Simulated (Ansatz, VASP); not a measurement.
One calculation of Ag2O, two programs

```
CELL_PARAMETERS angstrom
4.66023 0.00000 0.00000
0.00000 4.66023 0.00000
0.00000 0.00000 4.66023
ATOMIC_POSITIONS crystal
Ag 0.25000 0.25000 0.25000
Ag 0.25000 0.75000 0.75000
Ag 0.75000 0.75000 0.25000
Ag 0.75000 0.25000 0.75000
O 0.00000 0.00000 0.00000
O 0.50000 0.50000 0.50000
```

Alike in both runs: functional r2SCAN; k mesh 7 × 7 × 7; occupations fermi-dirac, width 0.1 eV; no spin polarisation.

Ansatz relaxed the structure, and its values are those at the end. VASP's run is a single point on that final structure, the one shown.

|  | VASP | Ansatz |
| --- | --- | --- |
| version | VASP 6.6.1 | Ansatz 0.2.0 |
| potentials or method | VASP PAW PBE potentials, release 64 (Ag, O), cutoff 660 eV | PAW plane waves |
| valence electrons in the cell | 56 | 88 |

```tsv
	VASP	Ansatz	Ansatz less VASP
pressure (GPa)	5.8	6.0	+0.26
```

VASP's potentials were made for PBE, not for r2SCAN. VASP's potentials hold 56 valence electrons a cell and Ansatz's 88, so a difference there can come from the potentials and not from the codes. Ansatz's warnings: stress scf threshold loose.
